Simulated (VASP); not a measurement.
Wanted: the native input for a VASP 6.6.1 run.

| Quantity | Value |
| --- | --- |
| Task | single point |
| Functional | r2SCAN |
| Potentials or basis | VASP PAW PBE potentials, release 64 (C) |
| Cutoff | 520 eV |
| k mesh | 14 × 14 × 14 |
| Occupations | gaussian, width 0.05 eV |
| Spin | no spin polarisation |
| Dipole correction | no |
| Further INCAR settings | ALGO = Normal; EDIFF = 1e-07; NBANDS = 11 |

Crystal: C.

```
C
1.0
     0.00000    2.09245    3.67952
     1.20811    0.00000    3.67952
     1.20811    2.09245    0.00000
C
2
Cartesian
  1.2081 0.6976 3.6795
  1.2081 3.4873 3.6795
```

This cell differs from its parent crystal: ratio of the length along z to the lengths across it x 1.05, volume and fractional coordinates fixed.

The input as run:

POSCAR

```
C
1.0
    0.0000000000      2.0924480150      3.6795210998
    1.2081125597      0.0000000000      3.6795210998
    1.2081125597      2.0924480150      0.0000000000
C
2
Direct
    0.1667039277      0.8332960723      0.1667039277
    0.8332960723      0.1667039277      0.8332960723
```

INCAR.step1

```
PREC = Accurate
ENCUT = 520
ISMEAR = 0
SIGMA = 0.05
LREAL = F
LASPH = T
NELM = 60
NBANDS = 11
GGA = PE
ALGO = Normal
EDIFF = 1E-4
LWAVE = T
LCHARG = F
```

INCAR.step2

```
PREC = Accurate
ENCUT = 520
EDIFF = 1E-7
ISMEAR = 0
SIGMA = 0.05
LREAL = F
LASPH = T
NELM = 60
ALGO = Normal
ISIF = 2
LWAVE = F
LCHARG = F
METAGGA = R2SCAN
LMIXTAU = T
NBANDS = 11
ISTART = 1
```

KPOINTS

```
Automatic mesh
0
Gamma
  14 14 14
```

Potentials or basis: VASP PAW PBE potentials, release 64 (C).

Launch:

```sh
$ cat potpaw_PBE.64/C/POTCAR > POTCAR
$ cp INCAR.step1 INCAR
$ mpirun -np 1 vasp_std > vasp.out
$ cp INCAR.step2 INCAR
$ mpirun -np 1 vasp_std > vasp.out
```

It gave:

- Pressure: 14.2 GPa
- Largest force: 0.008 eV/Å

Caveat: the cell stands under pressure; the PAW data sets were made with another functional, which shifts forces and pressure a little.

Wall time 5.2 min on 1 thread of Intel(R) Xeon(R) Platinum 8259CL CPU @ 2.50GHz (Skylake/Cascade Lake), on a shared host, peak memory 0.2 GiB.
